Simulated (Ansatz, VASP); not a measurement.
**One calculation of BiTe, two programs**

The input INCAR:

```
  ALGO = Normal
  EDIFF = 1E-6
  EDIFFG = -0.001
  ENCUT = 600
  GGA = PS
  IBRION = 2
  ISIF = 3
  ISMEAR = -1
  LASPH = T
  LCHARG = F
  LREAL = F
  LWAVE = F
  NELM = 100
  NSW = 80
  PREC = Accurate
  SIGMA = 0.15
```

Contents of KPOINTS:

```
k-points
0
Gamma
  12 12 12
```

The input POSCAR:

```
BiTe
1.0
    0.0000000000      3.1971538300      3.1971538300
    3.1971538300      0.0000000000      3.1971538300
    3.1971538300      3.1971538300      0.0000000000
Bi Te
1 1
Direct
    0.0000000000      0.0000000000      0.0000000000
    0.5000000000      0.5000000000      0.5000000000
```

Input for Ansatz:

```yaml
crystal:
  lattice:
    - [0.0, 3.1971538434, 3.1971538434]
    - [3.1971538434, 0.0, 3.1971538434]
    - [3.1971538434, 3.1971538434, 0.0]
  atoms:
    - { symbol: Bi, position: [0.0, 0.0, 0.0] }
    - { symbol: Te, position: [0.5, 0.5, 0.5] }
basis:
  ecutwfc: 420
kpoints:
  mp_grid: { grid: [12, 12, 12] }
hamiltonian:
  xc: pbesol
scf:
  occupations: { method: fermi_dirac, width: 0.15 }
output:
  forces: true
  stress: true
  eigenvalues: true
relax:
  adjacent_minimum: "off"
  f_tol: 0.001
  max_steps: 60
  cell: { stress_tol: 0.01 }
```

Alike in both runs: task relaxation of cell and atoms; functional PBEsol; k mesh 12 × 12 × 12; occupations fermi-dirac, width 0.15 eV; no spin polarisation.

```csv
,VASP,Ansatz
version,VASP 6.6.1,Ansatz 0.2.0
potentials or method,"VASP PAW PBE potentials, release 64 (Bi_d, Te), cutoff 600 eV","scalar-relativistic, plane waves, PAW"
valence electrons in the cell,21,31
```

|  | VASP | Ansatz | Ansatz less VASP |
| --- | --- | --- | --- |
| gap on the k mesh at the Fermi level, each at its own relaxed structure (eV) | none | none | - |
| relaxed volume (Å³/atom) | 32.79 | 32.79 | -0.004 |
| relaxed cell length with the largest relative difference (Å) | 4.526 | 4.526 | -0.0002 |

VASP's potentials were made for PBE, not for PBEsol. A gap of «none» marks a metal or a gap that the smearing closes. VASP's potentials hold 21 valence electrons a cell and Ansatz's 31, so a difference there can come from the potentials and not from the codes.

Neither program's run includes spin-orbit coupling.
